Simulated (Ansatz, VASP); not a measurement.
# Two plane-wave programs on Se

```xyz
3
Lattice="4.2946 0.0000 0.0000 -2.1473 3.7192 0.0000 0.0000 0.0000 4.6012" Properties=species:S:1:pos:R:3 pbc="T T T"
Se    0.8643    0.0000    1.5337
Se   -0.4322    0.7485    3.0675
Se    1.7151    2.9707    0.0000
```

Alike in both runs: task single point; functional PBE; dispersion D3(BJ); k mesh 9 × 9 × 8; occupations gaussian, width 0.05 eV; no spin polarisation.

|  | VASP | Ansatz |
| --- | --- | --- |
| version | VASP 6.6.1 | Ansatz 0.2.0 |
| potentials or method | VASP PAW PBE potentials, release 64 (Se), cutoff 520 eV | scalar-relativistic, plane waves, PAW |
| valence electrons in the cell | 18 | 48 |

```csv
,VASP,Ansatz,Ansatz less VASP
gap on the k mesh at the Fermi level (eV),1.37,1.40,+0.027
least direct gap on the mesh (eV),1.77,1.80,+0.033
pressure (GPa),22.5,22.0,-0.53
"traceless stress, the component that is largest in VASP (GPa)",11.35,11.09,-0.257
rms of the force components (eV/Å),3.133,3.057,-0.0758
```

Atom by atom the forces differ by 0.076 eV/Å (rms over components). VASP's potentials hold 18 valence electrons a cell and Ansatz's 48, so a difference there can come from the potentials and not from the codes.
